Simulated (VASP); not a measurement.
A run of VASP 6.6.1:

INCAR

```
  PREC = Accurate
  ENCUT = 520
  EDIFF = 1E-6
  ISMEAR = 0
  SIGMA = 0.15
  LREAL = F
  LASPH = T
  NELM = 80
  ALGO = Normal
  ISIF = 2
  LWAVE = F
  LCHARG = F
  GGA = PE
  NBANDS = 26
```

The input KPOINTS:

```
regular mesh
0
Gamma
  4 4 2
```

POSCAR

```
Mg2CdO3
1.0
    3.1262827060      0.0000000000      0.0000000000
   -1.5631413530      2.7074402428      0.0000000000
    0.0000000000      0.0000000000      7.7778715053
Mg Cd O
2 1 3
Direct
    0.3333333333      0.6666666667      0.3435703725
    0.6666666667      0.3333333333      0.6564296275
    0.0000000000      0.0000000000      0.0000000000
    0.6666666667      0.3333333333      0.1947609548
    0.3333333333      0.6666666667      0.8052390452
    0.0000000000      0.0000000000      0.5000000000
```

Potentials or basis: VASP PAW PBE potentials, release 64 (Mg, Cd, O).

Run with:

```console
$ cat potpaw_PBE.64/Mg/POTCAR potpaw_PBE.64/Cd/POTCAR potpaw_PBE.64/O/POTCAR > POTCAR
$ mpirun -np 1 vasp_std > vasp.out
```

Hardware: 1 thread of AMD EPYC 9R45 96-Core Processor (Zen 5), with other jobs on the host.

Q: Estimate the wall time of this run.

A: Run time: 11 s on 1 thread of AMD EPYC 9R45 96-Core Processor (Zen 5) (shared host), peak memory 0.14 GiB. Counts: scf iterations 14, k points 8.
